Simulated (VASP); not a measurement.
Write the native input for VASP 6.6.1 that does the following.

```
Task                   : single point
Functional             : PBE
Potentials or basis    : VASP PAW PBE potentials, release 64 (Sr_sv)
Cutoff                 : 520 eV
k mesh                 : 12 × 12 × 4
Occupations            : gaussian, width 0.1 eV
Spin                   : no spin polarisation
Dipole correction      : no
Further INCAR settings : ALGO = Fast; EDIFF = 1e-06; NBANDS = 28
```

The structure of Sr lies in POSCAR:

```
Sr
1.0
    3.9379551151      0.0000000000      0.0000000000
   -1.9689775575      3.4103691686      0.0000000000
    0.0000000000      0.0000000000     12.9219726419
Sr
4
Direct
    0.0000000000      0.0000000000      0.0000000000
    0.3333333333      0.6666666667      0.2500000000
    0.0000000000      0.0000000000      0.5000000000
    0.6666666667      0.3333333333      0.7500000000
```

This isn't the form of Sr at room conditions, which is fcc.

These files were run (other wordings do the same):

INCAR

```
PREC = Accurate
ENCUT = 520
EDIFF = 1E-6
ISMEAR = 0
SIGMA = 0.1
LREAL = False
LASPH = True
NELM = 60
ALGO = Fast
ISIF = 2
LWAVE = False
LCHARG = False
GGA = PE
NBANDS = 28
```

KPOINTS

```
Automatic mesh
0
Gamma
  12 12 4
```

Potentials or basis: VASP PAW PBE potentials, release 64 (Sr_sv).

Run with:

```bash
$ cat potpaw_PBE.64/Sr_sv/POTCAR > POTCAR
$ mpirun -np 1 vasp_std > vasp.out
```

Results of the run:

| Item | Value |
| --- | --- |
| Pressure | 4.1 GPa |
| Band gap on the k mesh | zero (bands 20 and 21 overlap by 0.11 eV) |

Caveat: the cell stands under pressure.

It took 7.3 min on 1 thread of Oxide Virtual Turin-like Processor, on a shared host, peak memory 0.37 GiB.
